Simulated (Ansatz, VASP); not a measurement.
AlN: VASP beside Ansatz

```xyz
8
Lattice="-3.1110 0.0000 0.0000 -1.5555 -2.6942 0.0000 0.0000 0.0000 11.4560" Properties=species:S:1:pos:R:3 pbc="T T T"
Al   -1.5555   -0.8981    8.9977
Al   -1.5555   -0.8981    4.0197
Al   -3.1110   -1.7961    1.5307
Al   -3.1110   -1.7961    6.5087
N    -1.5555   -0.8981    0.9583
N    -1.5555   -0.8981    5.9363
N    -3.1110   -1.7961    3.4473
N    -3.1110   -1.7961    8.4253
```

Alike in both runs: task single point; functional r2SCAN; k mesh 8 × 8 × 3; occupations gaussian, width 0.05 eV; no spin polarisation.

|  | VASP | Ansatz |
| --- | --- | --- |
| version | VASP 6.6.1 | Ansatz 0.2.0 |
| potentials or method | VASP PAW PBE potentials, release 64 (Al, N), cutoff 520 eV | scalar-relativistic, plane waves, PAW |
| valence electrons in the cell | 32 | 32 |

```tsv
	VASP	Ansatz	Ansatz less VASP
gap on the k mesh at the Fermi level (eV)	0.18	0.16	-0.017
least direct gap on the mesh (eV)	0.18	0.16	-0.017
pressure (GPa)	-4.4	-4.1	+0.32
traceless stress, the component that is largest in VASP (GPa)	-6.39	-6.29	+0.102
rms of the force components (eV/Å)	0.774	0.780	+0.0061
```

VASP's potentials were made for PBE, not for r2SCAN. Atom by atom the forces differ by 0.008 eV/Å (rms over components).
